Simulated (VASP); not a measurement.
# Ta7Fe9 (P1) in VASP: single point with PBE

Aim: the single point of Ta7Fe9 with PBE.

Program: VASP 6.6.1. These are calculated values, not measurements. Logs are shortened: lines on timing, memory, paths and dates and some standing lists are left out, and cuts for length are marked.

### 1 The cell of the first run

The typed cell holds 16 atoms: a = 6.250 Å, b = 6.100 Å, c = 6.029 Å, α = 91.97°, β = 90.63°, γ = 89.74°.

### 2 Single point, PBE, collinear spin, ferromagnetic start

INCAR reads:

```
PREC = Accurate
ENCUT = 520
EDIFF = 1E-6
ISMEAR = 0
SIGMA = 0.1
LREAL = Auto
LASPH = True
NELM = 150
ALGO = Normal
ISIF = 2
LWAVE = False
LCHARG = False
ISPIN = 2
MAGMOM = 4 4 4 4 4 4 4 4 4 0 0 0 0 0 0 0
LORBIT = 11
LMAXMIX = 4
GGA = PE
ISYM = 0
NBANDS = 92
```

KPOINTS reads:

```
Automatic mesh
0
Gamma
  2 2 2
  0.5 0.5 0.5
```

POSCAR reads:

```
Ta7Fe9
1.0
    6.2502417974      0.0135421425     -0.0333917377
    0.0135421425      6.0989263178     -0.1039622969
   -0.0333917377     -0.1039622969      6.0284644660
Fe Ta
9 7
Direct
   -0.0000696847      1.0041411939      0.9998496860
    0.5018444916      0.9983388896      1.0021390823
    0.2486751930      0.2507907184      0.2492164505
    0.5032057289      0.5076659946      1.0082636856
    1.0043424335      0.4958608264      0.5015090782
    0.2626534267      0.7411941812      0.2496372081
    0.4900178752      0.5006502762      0.4923313160
    0.7431619338      0.7497671186      0.2453210576
    0.7530029498      0.2475781435      0.7497723686
    1.0027621890      0.5022447667      1.0201624019
    1.0012712876      0.9963794830      0.4784265354
    0.5009509230     -0.0028375777      0.4841821448
    0.7365232456      0.2632455420      0.2416252244
    0.2643860425      0.2545238345      0.7602406732
    0.2537293223      0.7486395485      0.7594215196
    0.7461121989      0.7384323296      0.7534264993
```

Potentials or basis: VASP PAW PBE potentials, release 64 (Fe, Ta_pv).

On the command line:

```sh
> cat potpaw_PBE.64/Fe/POTCAR potpaw_PBE.64/Ta_pv/POTCAR > POTCAR
> mpirun -np 1 vasp_std > vasp.out
```

OUTCAR:

```text
PREC = Accurate
   ENCUT = 520
   EDIFF = 1E-6
   ISMEAR = 0
   LREAL = Auto
   LASPH = True
   NELM = 150
   ISIF = 2
   ISPIN = 2
   LORBIT = 11
   GGA = PE
   ISYM = 0

 ion  position               nearest neighbor table
   1  1.000  0.004  1.000-   3 2.60  15 2.63   9 2.63  16 2.68  13 2.68  14 2.72   8 2.72   6 2.76
                            11 2.89  10 3.04  10 3.07   2 3.11  11 3.14
   2  0.502  0.998  0.002-  13 2.58  15 2.59   8 2.61  14 2.62  16 2.64   3 2.64   6 2.67   9 2.71
                            12 2.91   4 2.99   4 3.11   1 3.11  12 3.12
   3  0.249  0.251  0.249-   7 2.56  10 2.59   5 2.60   1 2.60  11 2.63  12 2.64   2 2.64   4 2.71
                            14 2.95   6 2.99  13 3.05  14 3.08   6 3.11  13 3.20
   4  0.503  0.508  0.008-   6 2.51   8 2.51  13 2.53  14 2.58  16 2.62  15 2.63   9 2.69   3 2.71
                             7 2.92   2 2.99   2 3.11   7 3.11  10 3.12  10 3.13
   5  0.004  0.496  0.502-   3 2.60  16 2.64  15 2.65  13 2.66   9 2.69  14 2.71   6 2.72   8 2.75
                            10 2.90   7 3.04  11 3.05  11 3.06  10 3.13
   6  0.263  0.741  0.250-   4 2.51   7 2.53  12 2.55  10 2.55  11 2.62   2 2.67   5 2.72   1 2.76
                            15 2.96   3 2.99   8 3.00  15 3.07   3 3.11
   7  0.490  0.501  0.492-   6 2.53   3 2.56  13 2.58  15 2.63  16 2.64  14 2.66   8 2.69   9 2.75
                             4 2.92  12 3.03   5 3.04  12 3.07   4 3.11
   8  0.743  0.750  0.245-   4 2.51  12 2.55  10 2.58  11 2.58   2 2.61   7 2.69   1 2.72   5 2.75
                            16 2.96  13 2.97   6 3.00  16 3.07  13 3.13
   9  0.753  0.248  0.750-   1 2.63  12 2.68   5 2.69   4 2.69  11 2.70  10 2.70   2 2.71   7 2.75
                            13 2.97  16 2.99  14 3.06  13 3.07  16 3.11  14 3.20
  10  0.003  0.502  0.020-   6 2.55   8 2.58   3 2.59  13 2.62  14 2.70   9 2.70  16 2.71  15 2.73
                             5 2.90   1 3.04   1 3.07   4 3.12   5 3.13   4 3.13
  11  0.001  0.996  0.478-   8 2.58   6 2.62   3 2.63   9 2.70  13 2.74  15 2.78  14 2.80  16 2.83
                             1 2.89   5 3.05   5 3.06  12 3.12  12 3.13   1 3.14
  12  0.501  0.997  0.484-   6 2.55   8 2.55   3 2.64  13 2.68   9 2.68  14 2.70  16 2.75  15 2.77
                             2 2.91   7 3.03   7 3.07   2 3.12  11 3.12  11 3.13
  13  0.737  0.263  0.242-   4 2.53   7 2.58   2 2.58  10 2.62   5 2.66  12 2.68   1 2.68  11 2.74
                             9 2.97   8 2.97   3 3.05   9 3.07   8 3.13   3 3.20
  14  0.264  0.255  0.760-   4 2.58   2 2.62   7 2.66  12 2.70  10 2.70   5 2.71   1 2.72  11 2.80
                             3 2.95  15 3.01   9 3.06   3 3.08  15 3.09   9 3.20
  15  0.254  0.749  0.759-   2 2.59   1 2.63   4 2.63   7 2.63   5 2.65  10 2.73  12 2.77  11 2.78
                             6 2.96  14 3.01   6 3.07  16 3.08  14 3.09  16 3.17
  16  0.746  0.738  0.753-   4 2.62   7 2.64   2 2.64   5 2.64   1 2.68  10 2.71  12 2.75  11 2.83
                             8 2.96   9 2.99   8 3.07  15 3.08   9 3.11  15 3.17

IMPORTANT INFORMATION: All symmetrisations will be switched off!
NOSYMM: (Re-)initialisation of all symmetry stuff for point group C_1.

----------------------------------------------------------------------------------------

                                     Primitive cell

  volume of cell :     229.7283

  direct lattice vectors                    reciprocal lattice vectors
     6.250241797  0.013542142 -0.033391738     0.159999251 -0.000340258  0.000880370
     0.013542142  6.098926318 -0.103962297    -0.000340258  0.164012223  0.002826545
    -0.033391738 -0.103962297  6.028464466     0.000880370  0.002826545  0.165933341

  length of vectors
     6.250345664  6.099827356  6.029453291     0.160002035  0.164036930  0.165959749

  position of ions in fractional coordinates (direct lattice)
     0.999930315  0.004141194  0.999849686
     0.501844492  0.998338890  0.002139082
     0.248675193  0.250790718  0.249216451
     0.503205729  0.507665995  0.008263686
     0.004342433  0.495860826  0.501509078
     0.262653427  0.741194181  0.249637208
[... 8 lines left out ...]
     0.253729322  0.748639549  0.759421520
     0.746112199  0.738432330  0.753426499

  ion indices of the primitive-cell ions
   primitive index   ion index
                 1           1
                 2           2
                 3           3
                 4           4
                 5           5
                 6           6
[... 8 lines left out ...]
                15          15
                16          16

----------------------------------------------------------------------------------------

 KPOINTS: Automatic mesh

Automatic generation of k-mesh.
 Grid dimensions read from file:
 generate k-points for:    2    2    2

 Generating k-lattice:

[... 36 lines left out ...]
   LSORBIT =      F    spin-orbit coupling
   LASPH  =      T    aspherical Exc in radial PAW
   ENCUT  =  520.0 eV  38.22 Ry    6.18 a.u.  11.62 11.34 11.21*2*pi/ulx,y,z
   NELM   =    150;   NELMIN=  2; NELMDL= -5     # of ELM steps
   EDIFF  = 0.1E-05   stopping-criterion for ELM
   LREAL  =      T    real-space projection
   EDIFFG = 0.1E-04   stopping-criterion for IOM
   NSW    =      0    number of steps for IOM
   IBRION =     -1    ionic relax: 0-MD 1-quasi-New 2-CG
   NFREE  =      0    steps in history (QN), initial steepest desc. (CG)
   ISIF   =      2    stress and relaxation
   ISYM   =      0    0-nonsym 1-usesym 2-fastsym
   POTIM  = 0.5000    time-step for ionic-motion
   TEBEG  =    0.0;   TEEND  =   0.0 temperature during run
   PSTRESS=    0.0 pullay stress
   NELECT =     149.0000    total number of electrons
   NUPDOWN=      -1.0000    fix difference up-down
   EMIN   =  10.00;   EMAX   =-10.00  energy-range for DOS
   EFERMI =   0.00;   METHOD = LEGACY
   ISMEAR =     0;   SIGMA  =   0.10  broadening in eV -4-tet -1-fermi 0-gaus
   EFERMI_NEDOS =   21; number of points for ismear=-14 and -15
   IALGO  =     38    algorithm
   IMIX   =      4    mixing-type and parameters
     AMIX     =   0.40;   BMIX     =  1.00
     AMIX_MAG =   1.60;   BMIX_MAG =  1.00
  volume/ion in A,a.u.               =      14.36        96.89
  Fermi-wavevector in a.u.,A,eV,Ry     =   1.417094  2.677920 27.322627  2.008156
  Thomas-Fermi vector in A             =   2.538360
   LORBIT       =     11    0 simple, 1 ext, 2 COOP (PROOUT), +10 PAW based schemes
   GGA     = PE    functional components
   LHFCALC =     F    Hartree Fock is set to
   AEXX    =    0.0000 exact exchange contribution
   IVDW    =     0    specifies the selected vdW correction
   LEPSILON=     F    determine dielectric tensor
   LRPA    =     F    only Hartree local field effects (RPA)
 spin polarized calculation
 Gauss-broadening in eV      SIGMA  =   0.10
  energy-cutoff  :      520.00
  volume of cell :      229.73
 maximum number of plane-waves:      6197
 NGX is ok and might be reduce to    48
   NGX = 23   NGY = 23   NGZ = 23

 number of electron     149.0000004 magnetization       9.9940617

 number of electron     149.0000005 magnetization      12.9986858

 Free energy of the ion-electron system (eV)
  ---------------------------------------------------
  ext. energy  EPLUGINS =         0.00000000
  ---------------------------------------------------
  free energy    TOTEN  =      -156.31956101 eV

  energy without entropy =     -156.27995109  energy(sigma->0) =     -156.29975605

 E-fermi :   5.7142     XC(G=0): -12.8005

 val. band max:        5.7106735371   @ k =  -0.2500  -0.2500   0.2500
 cond. band min:       5.7741728651   @ k =   0.2500  -0.2500   0.2500
 fundamental gap:      0.0634993280
 Fermi energy:         5.7141589198

 spin component 1

 k-point     1 :       0.2500    0.2500    0.2500
  band No.  band energies     occupation
      1     -28.8427      1.00000
      2     -28.6707      1.00000
      3     -28.5614      1.00000
      4     -28.4728      1.00000
      5     -28.4196      1.00000
      6     -28.3759      1.00000
[... 345 lines left out ...]
     85       6.3391      0.00000
     86       6.4626      0.00000
 Fermi energy:         5.7141589198

 spin component 2

 k-point     1 :       0.2500    0.2500    0.2500
  band No.  band energies     occupation
      1     -28.9833      1.00000
      2     -28.8223      1.00000
      3     -28.7418      1.00000
      4     -28.6388      1.00000
      5     -28.5793      1.00000
      6     -28.5507      1.00000
[... 345 lines left out ...]
     85       7.2644      0.00000
     86       7.3284      0.00000
 [bands above 86 left out]

------------------------ aborting loop because EDIFF is reached ----------------------------------------

  FORCE on cell =-STRESS in cart. coord.  units (eV):
  Direction    XX          YY          ZZ          XY          YZ          ZX
  --------------------------------------------------------------------------------------
  -------------------------------------------------------------------------------------
  Total       -0.0225266      0.0114333     -0.0305629      0.0460492     -0.2223975     -0.0593271
  in kB       -0.1571058      0.0797382     -0.2131527      0.3211575     -1.5510507     -0.4137610
  external PRESSURE =      -0.0968401 kB  Pullay stress =       0.0000000 kB

 VOLUME and BASIS-vectors are now :
 -----------------------------------------------------------------------------
  energy-cutoff  :      520.00
  volume of cell :      229.73
      direct lattice vectors                 reciprocal lattice vectors
     6.250241797  0.013542142 -0.033391738     0.159999251 -0.000340258  0.000880370
     0.013542142  6.098926318 -0.103962297    -0.000340258  0.164012223  0.002826545
    -0.033391738 -0.103962297  6.028464466     0.000880370  0.002826545  0.165933341

 POSITION                                       TOTAL-FORCE (eV/Angst)
 -----------------------------------------------------------------------------------
      6.21648     -0.06515      5.99374        -0.020760      0.001264     -0.017944
      3.15010      6.09537     -0.10765        -0.016325     -0.014725      0.005606
      1.54935      1.50701      1.46802         0.004462      0.028464      0.013683
      3.15176      3.10217     -0.01976        -0.002493     -0.013061     -0.007558
      0.01711      2.97214      2.97163        -0.002084     -0.000386      0.013989
      1.64335      4.49809      1.41910        -0.000629      0.005477     -0.013672
[... 8 lines left out ...]
      1.57065      4.49038      4.49184        -0.004561     -0.011404      0.006169
      4.64822      4.43542      4.44032        -0.008832     -0.000758     -0.003837
 -----------------------------------------------------------------------------------
    total drift:                                0.003033     -0.004337     -0.000773

  FREE ENERGIE OF THE ION-ELECTRON SYSTEM (eV)
  ---------------------------------------------------
  free  energy   TOTEN  =      -156.3195610133 eV

  energy  without entropy=     -156.2799510906  energy(sigma->0) =     -156.29975605

 total charge

# of ion       s       p       d       tot
------------------------------------------
    1        0.455   0.498   6.206   7.159
    2        0.472   0.490   6.266   7.228
    3        0.462   0.500   6.209   7.171
    4        0.482   0.503   6.287   7.272
    5        0.458   0.496   6.213   7.167
    6        0.469   0.486   6.246   7.201
[... 8 lines left out ...]
   15        0.397   6.218   2.358   8.973
   16        0.390   6.198   2.347   8.934
--------------------------------------------------
tot          6.965  47.858  72.873 127.696

 magnetization (x)

# of ion       s       p       d       tot
------------------------------------------
    1        0.005  -0.028   1.862   1.839
    2        0.003  -0.041   1.723   1.685
    3        0.006  -0.037   1.968   1.937
    4        0.005  -0.049   1.627   1.583
    5        0.006  -0.031   1.833   1.808
    6        0.002  -0.038   1.894   1.858
[... 8 lines left out ...]
   15       -0.011  -0.044  -0.276  -0.331
   16       -0.012  -0.041  -0.259  -0.312
--------------------------------------------------
tot         -0.028  -0.623  14.687  14.036
```

It took 12 min on 1 thread of Intel Xeon Platinum 8488C (Sapphire Rapids), shared host; peak memory 0.47 GiB.

Results:

```yaml
Free_energy: -156.3196 eV
Pressure: 0.0 GPa
Largest_force: 0.051 eV/Å
Band_gap_on_the_k_mesh: zero (filled and empty bands overlap)
Net_moment: 13.00 μB per cell
Site_moments: Fe +1.84, +1.69, +1.94, +1.58, +1.81, +1.86, +1.59, +1.90, +1.95; Ta -0.26, -0.33, -0.27, -0.36, -0.31 (each value once) μB
Valence_electrons_inside_the_program's_atomic_spheres: Fe 7.16, 7.23, 7.17, 7.27, 7.20, 7.22, 7.21, 7.09 (each value once); Ta 9.08, 8.96, 9.05, 9.02, 8.97, 8.93 (each value once)
```

Forces in eV/Å, atoms in the order of the input:
```
Fe  -0.021  0.001 -0.018
Fe  -0.016 -0.015  0.006
Fe   0.004  0.028  0.014
Fe  -0.002 -0.013 -0.008
Fe  -0.002  0.000  0.014
Fe  -0.001  0.005 -0.014
Fe   0.001 -0.003 -0.003
Fe   0.009 -0.002  0.002
Fe   0.020 -0.001 -0.007
Ta   0.003 -0.018  0.048
Ta   0.002 -0.013 -0.017
Ta   0.007 -0.011 -0.003
Ta  -0.014  0.027 -0.026
Ta   0.023  0.026  0.009
Ta  -0.005 -0.011  0.006
Ta  -0.009 -0.001 -0.004
```

Caveat: the k points lie up to 0.52 Å⁻¹ apart; spin-orbit coupling is left out, which moves the levels of the heavy elements.

The gap in the log of VASP goes by the Fermi energy; the results here count the filled bands.